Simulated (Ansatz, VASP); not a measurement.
**TePb: VASP beside Ansatz**

The input INCAR:

```
SYSTEM = TePb
PREC = Accurate ; ENCUT = 520
EDIFF = 1E-7 ; ISMEAR = 0
SIGMA = 0.001 ; LREAL = .False.
LASPH = .True. ; NELM = 150
ALGO = Normal ; ISIF = 2
LWAVE = .False. ; LCHARG = .False.
MAGMOM = 0 0 0 0 0 0 ; LORBIT = 11
LSORBIT = .True. ; GGA_COMPAT = .False.
LORBMOM = .True. ; GGA = PE
IVDW = 13 ; NBANDS = 32
```

File KPOINTS:

```
Automatic mesh
0
Gamma
  7 7 7
  0 0 0
```

Contents of POSCAR:

```
TePb
1.0
    0.0000000000      3.2310000000      3.2310000000
    3.2310000000      0.0000000000      3.2310000000
    3.2310000000      3.2310000000      0.0000000000
Pb Te
1 1
Direct
    0.0000000000      0.0000000000      0.0000000000
    0.5000000000      0.5000000000      0.5000000000
```

File input.yaml:

```yaml
crystal:
  lattice:
    - [0.0, 3.231, 3.231]
    - [3.231, 0.0, 3.231]
    - [3.231, 3.231, 0.0]
  atoms:
    - { symbol: Pb, position: [0.0, 0.0, 0.0] }
    - { symbol: Te, position: [0.5, 0.5, 0.5] }
hamiltonian:
  xc: pbe
  pseudopotentials: { kind: paw_fr }
  dispersion: d4
magnetization:
  noncollinear: true
  spin_orbit: true
kpoints:
  mp_grid: { grid: [7, 7, 7] }
scf:
  occupations: { method: gaussian, width: 0.001 }
  n_extra_bands: 6
output:
  forces: true
  stress: true
  eigenvalues: true
  dos: { projected: true, de: 0.05, nscf_kmesh: { grid: [11, 11, 11] } }
```

Alike in both runs: functional PBE; dispersion D4; k mesh 7 × 7 × 7; occupations gaussian, width 0.001 eV; non-collinear spin, spin-orbit coupling.

|  | VASP | Ansatz |
| --- | --- | --- |
| version | VASP 6.6.1 | Ansatz 0.2.0 |
| potentials or method | VASP PAW PBE potentials, release 64 (Pb_d, Te) | Ansatz PAW |
| plane-wave cutoff (eV) | 520 | 420 |
| valence electrons in the cell | 20 | 30 |
| task | single point | projected density of states |

Ansatz gave:

- pressure (GPa): -0.1
- net moment per atom (μB): 0.00

Q: What did VASP give for the same quantities?

A: Pressure (GPa): 0.0; net moment per atom (μB): 0.00.

VASP's potentials hold 20 valence electrons a cell and Ansatz's 30, so a difference there can come from the potentials and not from the codes.
